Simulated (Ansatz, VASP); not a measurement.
# MnO in VASP and in Ansatz

```
CELL_PARAMETERS angstrom
2.67239 0.00000 0.00000
0.00000 2.67239 0.00000
0.00000 0.00000 2.67239
ATOMIC_POSITIONS crystal
Mn 0.00000 0.00000 0.00000
O 0.50000 0.50000 0.50000
```

Alike in both runs: task relaxation of cell and atoms; functional PBE-based screened hybrid; k mesh 5 × 5 × 5; occupations fermi-dirac, width 0.05 eV; collinear spin.

```csv
,VASP,Ansatz
version,VASP 6.6.1,Ansatz 0.2.0
potentials or method,"VASP PAW PBE potentials, release 64 (Mn_pv, O)",Ansatz PAW
plane-wave cutoff (eV),600,420
valence electrons in the cell,19,21
```

Ansatz gave:

```
gap on the k mesh at the Fermi level, each at its own relaxed structure (eV) : 1.33
net moment per atom (μB)                                                     : 2.50
size of the moment on the site where the two differ most (μB)                : 4.41
relaxed volume (Å³/atom)                                                     : 10.36
relaxed cell length with the largest relative difference (Å)                 : 2.747
```

Problem. What did VASP give for the same quantities?

Solution. gap on the k mesh at the Fermi level, each at its own relaxed structure (eV): 1.32; net moment per atom (μB): 2.50; size of the moment on the site where the two differ most (μB): 4.59; relaxed volume (Å³/atom): 10.38; relaxed cell length with the largest relative difference (Å): 2.749.

VASP's potentials were made for PBE, not for PBE-based screened hybrid. Site moments also hang on the region over which each program counts them. VASP's potentials hold 19 valence electrons a cell and Ansatz's 21, so a difference there can come from the potentials and not from the codes.

The k mesh is coarse, so the values compare programs but aren't converged. Noted on Ansatz's run: the magnetic or orbital state may not be the lowest; odd divisions of the mesh miss points on the zone boundary, where band edges often lie, so the gap on the mesh can be too wide; the plane-wave basis is chosen anew once the cell has moved, so the energies of steps on either side of that aren't comparable.
